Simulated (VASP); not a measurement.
# Mg (P6_3/mmc) in VASP: further runs, part 3 of 3

VASP 6.6.1. Earlier steps stand in the parts before.

### 5 Single point, PBE (Hg replaced by Mg, lengths x 1.041, strained)

File INCAR:

```
SYSTEM = Mg
PREC = Accurate ; ENCUT = 520
EDIFF = 1E-6 ; ISMEAR = 0
SIGMA = 0.1 ; LREAL = .FALSE.
LASPH = .TRUE. ; NELM = 100
ALGO = Fast ; ISIF = 2
LWAVE = .FALSE. ; LCHARG = .FALSE.
GGA = PE ; NBANDS = 9
```

File KPOINTS:

```
Automatic mesh
0
G
  15 15 8
  0 0 0
```

File POSCAR:

```
Mg
1.0
    3.5070373946      0.0000000000      0.0000000000
   -1.7535186973      3.0371834757      0.0000000000
    0.0000000000      0.0000000000      5.5592418511
Mg
2
Direct
    0.6666666700      0.3333333300      0.7500000000
    0.3333333300      0.6666666700      0.2500000000
```

Potentials or basis: VASP PAW PBE potentials, release 64 (Mg).

Command:

```sh
$ cat potpaw_PBE.64/Mg/POTCAR > POTCAR
$ mpirun -np 1 vasp_std > vasp.out
```

OUTCAR:

```text
SYSTEM = Mg
   PREC = Accurate
   ENCUT = 520
   EDIFF = 1E-6
   ISMEAR = 0
   LREAL = .FALSE.
   LASPH = .TRUE.
   NELM = 100
   ISIF = 2
   GGA = PE

 ion  position               nearest neighbor table
   1  0.667  0.333  0.750-   2 3.44   2 3.44   2 3.44   2 3.44   2 3.44   2 3.44
   2  0.333  0.667  0.250-   1 3.44   1 3.44   1 3.44   1 3.44   1 3.44   1 3.44

  LATTYP: Found a hexagonal cell.
 ALAT       =     3.5070373946
 C/A-ratio  =     1.5851675433

  Lattice vectors:

 A1 = (   3.5070373946,   0.0000000000,   0.0000000000)
 A2 = (  -1.7535186973,   3.0371834757,   0.0000000000)
 A3 = (   0.0000000000,   0.0000000000,   5.5592418511)

Analysis of symmetry for initial positions (statically):
=====================================================================
 Subroutine PRICEL returns:
 Original cell was already a primitive cell.

 Routine SETGRP: Setting up the symmetry group for a
 hexagonal supercell.

 Subroutine GETGRP returns: Found 24 space group operations
 (whereof 12 operations were pure point group operations)
 out of a pool of 24 trial point group operations.

The static configuration has the point symmetry D_3d.
 The point group associated with its full space group is D_6h.

Analysis of symmetry for dynamics (positions and initial velocities):
=====================================================================
 Subroutine PRICEL returns:
 Original cell was already a primitive cell.

 Routine SETGRP: Setting up the symmetry group for a
 hexagonal supercell.

 Subroutine GETGRP returns: Found 24 space group operations
 (whereof 12 operations were pure point group operations)
 out of a pool of 24 trial point group operations.

The dynamic configuration has the point symmetry D_3d.
 The point group associated with its full space group is D_6h.

 Subroutine INISYM returns: Found 24 space group operations
 (whereof 12 operations are pure point group operations),
 and found     1 'primitive' translations

----------------------------------------------------------------------------------------

                                     Primitive cell

  volume of cell :      59.2144

  direct lattice vectors                    reciprocal lattice vectors
     3.507037395  0.000000000  0.000000000     0.285140957  0.164626208  0.000000000
    -1.753518697  3.037183476  0.000000000     0.000000000  0.329252417  0.000000000
     0.000000000  0.000000000  5.559241851     0.000000000  0.000000000  0.179880643

  length of vectors
     3.507037395  3.507037395  5.559241851     0.329252417  0.329252417  0.179880643

  position of ions in fractional coordinates (direct lattice)
     0.666666670  0.333333330  0.750000000
     0.333333330  0.666666670  0.250000000

  ion indices of the primitive-cell ions
   primitive index   ion index
                 1           1
                 2           2

----------------------------------------------------------------------------------------

 KPOINTS: Automatic mesh

Automatic generation of k-mesh.
 Grid dimensions read from file:
 generate k-points for:   15   15    8
[... 23 lines left out ...]
  0.133333  0.000000  0.000000      6.000000
  0.200000  0.000000  0.000000      6.000000
  0.266667  0.000000  0.000000      6.000000
  0.333333  0.000000  0.000000      6.000000
[... 16 lines left out ...]
  0.333333  0.200000  0.000000     12.000000
  0.400000  0.200000  0.000000      6.000000
 [... further k-points ...]
   k-points           NKPTS =    135   k-points in BZ     NKDIM =    135   number of bands    NBANDS=      9
   number of dos      NEDOS =    301   number of ions     NIONS =      2
   total plane-waves  NPLWV =  32928
   dimension x,y,z NGX =    28 NGY =   28 NGZ =   42
   dimension x,y,z NGXF=    56 NGYF=   56 NGZF=   84
   ions per type =               2
   NGX,Y,Z   is equivalent  to a cutoff of  13.27, 13.27, 12.56 a.u.
   NGXF,Y,Z  is equivalent  to a cutoff of  26.55, 26.55, 25.12 a.u.
 SYSTEM =  Mg
   PREC   = accura    normal or accurate (medium, high low for compatibility)
   ISTART =      0    job   : 0-new  1-cont  2-samecut
   ICHARG =      2    charge: 1-file 2-atom 10-const
   ISPIN  =      1    spin polarized calculation?
   LNONCOLLINEAR =      F non collinear calculations
   LSORBIT =      F    spin-orbit coupling
   LASPH  =      T    aspherical Exc in radial PAW
   ENCUT  =  520.0 eV  38.22 Ry    6.18 a.u.   6.52  6.52 10.34*2*pi/ulx,y,z
   NELM   =    100;   NELMIN=  2; NELMDL= -5     # of ELM steps
   EDIFF  = 0.1E-05   stopping-criterion for ELM
   LREAL  =      F    real-space projection
   EDIFFG = 0.1E-04   stopping-criterion for IOM
   NSW    =      0    number of steps for IOM
   IBRION =     -1    ionic relax: 0-MD 1-quasi-New 2-CG
   NFREE  =      0    steps in history (QN), initial steepest desc. (CG)
   ISIF   =      2    stress and relaxation
   ISYM   =      2    0-nonsym 1-usesym 2-fastsym
   POTIM  = 0.5000    time-step for ionic-motion
   TEBEG  =    0.0;   TEEND  =   0.0 temperature during run
   PSTRESS=    0.0 pullay stress
   NELECT =       4.0000    total number of electrons
   NUPDOWN=      -1.0000    fix difference up-down
   EMIN   =  10.00;   EMAX   =-10.00  energy-range for DOS
   EFERMI =   0.00;   METHOD = LEGACY
   ISMEAR =     0;   SIGMA  =   0.10  broadening in eV -4-tet -1-fermi 0-gaus
   EFERMI_NEDOS =   21; number of points for ismear=-14 and -15
   IALGO  =     68    algorithm
   IMIX   =      4    mixing-type and parameters
     AMIX     =   0.40;   BMIX     =  1.00
     AMIX_MAG =   1.60;   BMIX_MAG =  1.00
  volume/ion in A,a.u.               =      29.61       199.80
  Fermi-wavevector in a.u.,A,eV,Ry     =   0.666734  1.259944  6.048252  0.444534
  Thomas-Fermi vector in A             =   1.741126
   LORBIT       =      0    0 simple, 1 ext, 2 COOP (PROOUT), +10 PAW based schemes
   GGA     = PE    functional components
   LHFCALC =     F    Hartree Fock is set to
   AEXX    =    0.0000 exact exchange contribution
   IVDW    =     0    specifies the selected vdW correction
   LEPSILON=     F    determine dielectric tensor
   LRPA    =     F    only Hartree local field effects (RPA)
 non-spin polarized calculation
 RMM-DIIS sequential band-by-band and
 Gauss-broadening in eV      SIGMA  =   0.10
  energy-cutoff  :      520.00
  volume of cell :       59.21
 maximum number of plane-waves:      1640
 NGX is ok and might be reduce to    28
   NGX = 13   NGY = 13   NGZ = 21

 number of electron       4.0000000 magnetization

 Free energy of the ion-electron system (eV)
  ---------------------------------------------------
  ext. energy  EPLUGINS =         0.00000000
  ---------------------------------------------------
  free energy    TOTEN  =        -2.72631366 eV

  energy without entropy =       -2.72102388  energy(sigma->0) =       -2.72366877

 E-fermi :   1.4290     XC(G=0):  -7.7380

 val. band max:        1.4155324966   @ k =   0.4000   0.0667   0.3750
 cond. band min:       1.4553758681   @ k =   0.3333   0.2667   0.3750
 fundamental gap:      0.0398433715
 Fermi energy:         1.4290398613

 k-point     1 :       0.0000    0.0000    0.0000
  band No.  band energies     occupation
      1      -4.4719      2.00000
      2       0.2599      2.00000
      3       0.3736      2.00000
      4      10.3508      0.00000
      5      10.3508      0.00000
      6      10.7477      0.00000
      7      10.7477      0.00000
      8      11.9544      0.00000
      9      12.4176      0.00000
[... 265 lines left out ...]
 k-point    24 :       0.4000    0.2000    0.0000
  band No.  band energies     occupation
      1      -0.0896      2.00000
      2       0.1264      2.00000
      3       3.1003      0.00000
      4       4.2376      0.00000
      5       4.6580      0.00000
      6       4.8144      0.00000
      7       5.1774      0.00000
      8       7.7375      0.00000
      9       7.9682      0.00000

 [... further k-points ...]

------------------------ aborting loop because EDIFF is reached ----------------------------------------

  FORCE on cell =-STRESS in cart. coord.  units (eV):
  Direction    XX          YY          ZZ          XY          YZ          ZX
  --------------------------------------------------------------------------------------
  -------------------------------------------------------------------------------------
  Total       -2.0267658     -2.0267658     -1.9992092      0.0000000      0.0000000      0.0000000
  in kB      -54.8386999    -54.8386999    -54.0930953      0.0000000      0.0000000      0.0000000
  external PRESSURE =     -54.5901651 kB  Pullay stress =       0.0000000 kB

 VOLUME and BASIS-vectors are now :
 -----------------------------------------------------------------------------
  energy-cutoff  :      520.00
  volume of cell :       59.21
      direct lattice vectors                 reciprocal lattice vectors
     3.507037395  0.000000000  0.000000000     0.285140957  0.164626208  0.000000000
    -1.753518697  3.037183476  0.000000000     0.000000000  0.329252417  0.000000000
     0.000000000  0.000000000  5.559241851     0.000000000  0.000000000  0.179880643

 POSITION                                       TOTAL-FORCE (eV/Angst)
 -----------------------------------------------------------------------------------
      1.75352      1.01239      4.16943        -0.000000      0.000000      0.000000
     -0.00000      2.02479      1.38981         0.000000     -0.000000      0.000000
 -----------------------------------------------------------------------------------
    total drift:                                0.000000     -0.000000      0.000000

  FREE ENERGIE OF THE ION-ELECTRON SYSTEM (eV)
  ---------------------------------------------------
  free  energy   TOTEN  =        -2.7263136563 eV

  energy  without entropy=       -2.7210238800  energy(sigma->0) =       -2.72366877
```

OSZICAR:

```text
N       E                     dE             d eps       ncg     rms          rms(c)
DAV:   1    -0.329139884356E+00   -0.32914E+00   -0.11766E+03  2430   0.301E+02
DAV:   2    -0.270230287270E+01   -0.23732E+01   -0.23110E+01  3265   0.244E+01
DAV:   3    -0.273964206922E+01   -0.37339E-01   -0.36945E-01  3143   0.257E+00
DAV:   4    -0.273976717026E+01   -0.12510E-03   -0.12509E-03  3077   0.145E-01
DAV:   5    -0.273976773748E+01   -0.56722E-06   -0.56731E-06  3131   0.987E-03    0.990E-01
RMM:   6    -0.273459984534E+01    0.51679E-02   -0.13962E-03  2458   0.278E-01    0.639E-01
RMM:   7    -0.272629149290E+01    0.83084E-02   -0.56779E-03  2521   0.538E-01    0.393E-02
RMM:   8    -0.272631586207E+01   -0.24369E-04   -0.16773E-04  2645   0.898E-02    0.113E-02
RMM:   9    -0.272631373355E+01    0.21285E-05   -0.19600E-05  2767   0.289E-02    0.161E-03
RMM:  10    -0.272631365634E+01    0.77208E-07   -0.25128E-06  2747   0.902E-03
   1 F= -.27263137E+01 E0= -.27236688E+01  d E =-.528978E-02
```

stdout:

```text
POSCAR found type information on POSCAR Mg
 POSCAR found :  1 types and       2 ions
 scaLAPACK will be used
 LDA part: xc-table for (Slater+PW92), standard interpolation
 POSCAR, INCAR and KPOINTS ok, starting setup
 FFT: planning ... GRIDC
 FFT: planning ... GRID_SOFT
 FFT: planning ... GRID
 WAVECAR not read
 entering main loop
```

Run time: 19 s. Hardware: 1 thread of Intel Xeon 6975P-C (Granite Rapids), shared host; peak memory 0.21 GiB.

What came out:

```yaml
Free_energy: -2.7263 eV
Pressure: -5.5 GPa
Band_gap_on_the_k_mesh: zero (bands 2 and 3 overlap by 1.91 eV)
```

Caveat: the cell differs from its parent crystal (Hg replaced by Mg, lengths x 1.041, strained); the cell stands under tension.

### 6 The runs side by side

| cell | k mesh | gap on the mesh (eV) | pressure (GPa) |
| --- | --- | --- | --- |
| a = 3.507, b = 3.507, c = 5.559 Å, angles 90.0, 90.0, 120.0°, 2 atoms | 6 × 6 × 4 | none | -5.6 |
| a = 3.489, b = 3.489, c = 5.531 Å, angles 90.0, 90.0, 120.0°, 2 atoms | 6 × 6 × 4 | none | -5.4 |
| a = 3.489, b = 3.489, c = 5.531 Å, angles 90.0, 90.0, 120.0°, 2 atoms | 15 × 15 × 8 | none | -5.3 |
| a = 3.507, b = 3.507, c = 5.559 Å, angles 90.0, 90.0, 120.0°, 2 atoms | 15 × 15 × 8 | none | -5.5 |

Alike in all rows: task single point; level PBE; potentials or basis VASP PAW PBE potentials, release 64 (Mg); no spin polarisation; cutoff (eV) 520; smearing gaussian 0.1 eV.

Caveats: the cell stands under tension.

Absolute energies hang on the potentials; compare differences alone.

The gap in the log of VASP goes by the Fermi energy; the results here count the filled bands.